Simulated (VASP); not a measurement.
# ZnS (zincblende type) (F-43m) in VASP: a series of runs

The runs below take ZnS (zincblende type) through single point, with r2SCAN.

Program: VASP 6.6.1. These are calculated values, not measurements. Logs are shortened: lines on timing, memory, paths and dates and some standing lists are left out, and cuts for length are marked.

**1. The cell of the first run**

The structure is cubic, space group F-43m (No. 216). The conventional cell has a = 4.415 Å, b = 4.415 Å, c = 4.415 Å, α = 90.00°, β = 90.00°, γ = 90.00°. Zn (site symmetry -43m) has 4 S at 1.91 Å within 2.5 Å. Within 2.5 Å of S (site symmetry -43m) lie 4 Zn at 1.91 Å.

**2. Single point, r2SCAN (10.76 Å³/atom)**

File POSCAR:

```
ZnS
1.0
    0.0000000000      2.2076215073      2.2076215073
    2.2076215073      0.0000000000      2.2076215073
    2.2076215073      2.2076215073      0.0000000000
Zn S
1 1
Direct
    0.0000000000      0.0000000000      0.0000000000
    0.2500000000      0.2500000000      0.2500000000
```

File INCAR.step1:

```
SYSTEM = ZnS
  ALGO = Normal
  EDIFF = 1E-4
  ENCUT = 520
  GGA = PE
  ISMEAR = -1
  LASPH = .TRUE.
  LCHARG = .FALSE.
  LREAL = .FALSE.
  LWAVE = .TRUE.
  NBANDS = 16
  NELM = 60
  PREC = Accurate
  SIGMA = 0.05
```

File INCAR.step2:

```
SYSTEM = ZnS
  ALGO = Normal
  EDIFF = 1E-6
  ENCUT = 520
  ISIF = 2
  ISMEAR = -1
  ISTART = 1
  LASPH = .TRUE.
  LCHARG = .TRUE.
  LELF = .TRUE.
  LMIXTAU = .TRUE.
  LREAL = .FALSE.
  LVHAR = .TRUE.
  LWAVE = .FALSE.
  METAGGA = R2SCAN
  NBANDS = 16
  NELM = 60
  PREC = Accurate
  SIGMA = 0.05
```

File KPOINTS:

```
k-points
0
G
  12 12 12
  0 0 0
```

Potentials or basis: VASP PAW PBE potentials, release 64 (Zn, S).

Run with:

```
> cat potpaw_PBE.64/Zn/POTCAR potpaw_PBE.64/S/POTCAR > POTCAR
> cp INCAR.step1 INCAR
> mpirun -np 1 vasp_std > vasp.out
> cp INCAR.step2 INCAR
> mpirun -np 1 vasp_std > vasp.out
```

OUTCAR:

```text
SYSTEM = ZnS
   EDIFF = 1E-6
   ENCUT = 520
   ISIF = 2
   ISMEAR = -1
   ISTART = 1
   LASPH = .TRUE.
   LREAL = .FALSE.
   METAGGA = R2SCAN
   NELM = 60
   PREC = Accurate

 ion  position               nearest neighbor table
   1  0.000  0.000  0.000-   2 1.91   2 1.91   2 1.91   2 1.91
   2  0.250  0.250  0.250-   1 1.91   1 1.91   1 1.91   1 1.91

  LATTYP: Found a face centered cubic cell.
 ALAT       =     4.4152430146

  Lattice vectors:

 A1 = (   0.0000000000,   2.2076215073,   2.2076215073)
 A2 = (   2.2076215073,   0.0000000000,   2.2076215073)
 A3 = (   2.2076215073,   2.2076215073,   0.0000000000)

Analysis of symmetry for initial positions (statically):
=====================================================================
 Subroutine PRICEL returns:
 Original cell was already a primitive cell.

 Routine SETGRP: Setting up the symmetry group for a
 face centered cubic supercell.

 Subroutine GETGRP returns: Found 24 space group operations
 (whereof 24 operations were pure point group operations)
 out of a pool of 48 trial point group operations.

The static configuration has the point symmetry T_d .

Analysis of symmetry for dynamics (positions and initial velocities):
=====================================================================
 Subroutine PRICEL returns:
 Original cell was already a primitive cell.

 Routine SETGRP: Setting up the symmetry group for a
 face centered cubic supercell.

 Subroutine GETGRP returns: Found 24 space group operations
 (whereof 24 operations were pure point group operations)
 out of a pool of 48 trial point group operations.

The dynamic configuration has the point symmetry T_d .

 Subroutine INISYM returns: Found 24 space group operations
 (whereof 24 operations are pure point group operations),
 and found     1 'primitive' translations

----------------------------------------------------------------------------------------

                                     Primitive cell

  volume of cell :      21.5181

  direct lattice vectors                    reciprocal lattice vectors
     0.000000000  2.207621507  2.207621507    -0.226488100  0.226488100  0.226488100
     2.207621507  0.000000000  2.207621507     0.226488100 -0.226488100  0.226488100
     2.207621507  2.207621507  0.000000000     0.226488100  0.226488100 -0.226488100

  length of vectors
     3.122048276  3.122048276  3.122048276     0.392288896  0.392288896  0.392288896

[... 79 lines left out ...]
   NELM   =     60;   NELMIN=  2; NELMDL=  0     # of ELM steps
   EDIFF  = 0.1E-05   stopping-criterion for ELM
   LREAL  =      F    real-space projection
   EDIFFG = 0.1E-04   stopping-criterion for IOM
   NSW    =      0    number of steps for IOM
   IBRION =     -1    ionic relax: 0-MD 1-quasi-New 2-CG
   NFREE  =      0    steps in history (QN), initial steepest desc. (CG)
   ISIF   =      2    stress and relaxation
   ISYM   =      2    0-nonsym 1-usesym 2-fastsym
   POTIM  = 0.5000    time-step for ionic-motion
   TEBEG  =    0.0;   TEEND  =   0.0 temperature during run
   PSTRESS=    0.0 pullay stress
   NELECT =      18.0000    total number of electrons
   NUPDOWN=      -1.0000    fix difference up-down
   EMIN   =  10.00;   EMAX   =-10.00  energy-range for DOS
   EFERMI =   0.00;   METHOD = LEGACY
   ISMEAR =    -1;   SIGMA  =   0.05  broadening in eV -4-tet -1-fermi 0-gaus
   EFERMI_NEDOS =   21; number of points for ismear=-14 and -15
   IALGO  =     38    algorithm
   IMIX   =      4    mixing-type and parameters
     AMIX     =   0.40;   BMIX     =  1.00
     AMIX_MAG =   1.60;   BMIX_MAG =  1.00
  volume/ion in A,a.u.               =      10.76        72.61
  Fermi-wavevector in a.u.,A,eV,Ry     =   1.542521  2.914942 32.373303  2.379371
  Thomas-Fermi vector in A             =   2.648314
   LORBIT       =      0    0 simple, 1 ext, 2 COOP (PROOUT), +10 PAW based schemes
   METAGGA = R2SCAN    functional components
   LHFCALC =     F    Hartree Fock is set to
   AEXX    =    0.0000 exact exchange contribution
   IVDW    =     0    specifies the selected vdW correction
   LEPSILON=     F    determine dielectric tensor
   LRPA    =     F    only Hartree local field effects (RPA)
 non-spin polarized calculation
  energy-cutoff  :      520.00
  volume of cell :       21.52
 maximum number of plane-waves:       604
   NGX = 11   NGY = 11   NGZ = 11

 number of electron      17.9999991 magnetization

 Free energy of the ion-electron system (eV)
  ---------------------------------------------------
  ext. energy  EPLUGINS =         0.00000000
  ---------------------------------------------------
  free energy    TOTEN  =       -13.24647833 eV

  energy without entropy =      -13.24647833  energy(sigma->0) =      -13.24647833

 E-fermi :  10.9415     XC(G=0): -13.7546

 val. band max:       10.0748308198   @ k =   0.0000   0.0000   0.0000
 cond. band min:      11.7939539999   @ k =   0.5000   0.5000   0.0000
 fundamental gap:      1.7191231801
 Fermi energy:        10.9415305190

 k-point     1 :       0.0000    0.0000    0.0000
  band No.  band energies     occupation
      1     -10.2309      2.00000
      2      -1.3834      2.00000
      3      -1.3833      2.00000
      4      -1.3833      2.00000
      5       0.1122      2.00000
      6       0.1122      2.00000
[... 433 lines left out ...]
      3      -1.0043      2.00000
      4      -0.9177      2.00000
      5       0.1910      2.00000
      6       0.3313      2.00000
[... 8 lines left out ...]
     15      24.7836      0.00000
     16      28.2018      0.00000

 [... further k-points ...]

------------------------ aborting loop because EDIFF is reached ----------------------------------------

  FORCE on cell =-STRESS in cart. coord.  units (eV):
  Direction    XX          YY          ZZ          XY          YZ          ZX
  --------------------------------------------------------------------------------------
  -------------------------------------------------------------------------------------
  Total       23.4507511     23.4507511     23.4507511      0.0000000      0.0000000     -0.0000000
  in kB     1746.0774107   1746.0774107   1746.0774107      0.0000000      0.0000000     -0.0000000
  external PRESSURE =    1746.0774107 kB  Pullay stress =       0.0000000 kB

 VOLUME and BASIS-vectors are now :
 -----------------------------------------------------------------------------
  energy-cutoff  :      520.00
  volume of cell :       21.52
      direct lattice vectors                 reciprocal lattice vectors
     0.000000000  2.207621507  2.207621507    -0.226488100  0.226488100  0.226488100
     2.207621507  0.000000000  2.207621507     0.226488100 -0.226488100  0.226488100
     2.207621507  2.207621507  0.000000000     0.226488100  0.226488100 -0.226488100

 POSITION                                       TOTAL-FORCE (eV/Angst)
 -----------------------------------------------------------------------------------
      0.00000      0.00000      0.00000        -0.000000     -0.000000     -0.000000
      1.10381      1.10381      1.10381         0.000000      0.000000      0.000000
 -----------------------------------------------------------------------------------
    total drift:                                0.000039      0.000039      0.000039

  FREE ENERGIE OF THE ION-ELECTRON SYSTEM (eV)
  ---------------------------------------------------
  free  energy   TOTEN  =       -13.2464783268 eV

  energy  without entropy=      -13.2464783265  energy(sigma->0) =      -13.24647833
```

OSZICAR.step1:

```text
N       E                     dE             d eps       ncg     rms          rms(c)
DAV:   1     0.932038254959E+02    0.93204E+02   -0.93203E+03  2408   0.164E+03
DAV:   2     0.266929950387E+01   -0.90535E+02   -0.84342E+02  2600   0.283E+02
DAV:   3    -0.188095647276E+01   -0.45503E+01   -0.45323E+01  2752   0.612E+01
DAV:   4    -0.191631461694E+01   -0.35358E-01   -0.35353E-01  2824   0.551E+00
DAV:   5    -0.191653063337E+01   -0.21602E-03   -0.21601E-03  2832   0.439E-01    0.232E+01
DAV:   6    -0.111602515948E+01    0.80051E+00   -0.12821E+00  3168   0.518E+01    0.161E+01
DAV:   7    -0.999968143400E+00    0.11606E+00   -0.77368E-01  2872   0.134E+01    0.689E+00
DAV:   8    -0.985785213765E+00    0.14183E-01   -0.37011E-02  3296   0.680E+00    0.158E+00
DAV:   9    -0.982414866085E+00    0.33703E-02   -0.87930E-03  2624   0.820E-01    0.241E-01
DAV:  10    -0.982322289201E+00    0.92577E-04   -0.84313E-04  2856   0.323E-01
   1 F= -.98232229E+00 E0= -.98232229E+00  d E =-.451138E-08
```

Run time: 42 s. Hardware: 1 thread of Intel Xeon Platinum 8488C (Sapphire Rapids), shared host; peak memory 0.15 GiB.

Results:

| Property | Result |
| --- | --- |
| Free energy | -13.2465 eV |
| Pressure | 174.6 GPa |
| Band gap on the k mesh | 1.72 eV (least direct gap 5.37 eV) |

Caveat: the cell stands under pressure; the PAW data sets were made with another functional, which shifts forces and pressure a little.

(Continued in part 2 of 2.)
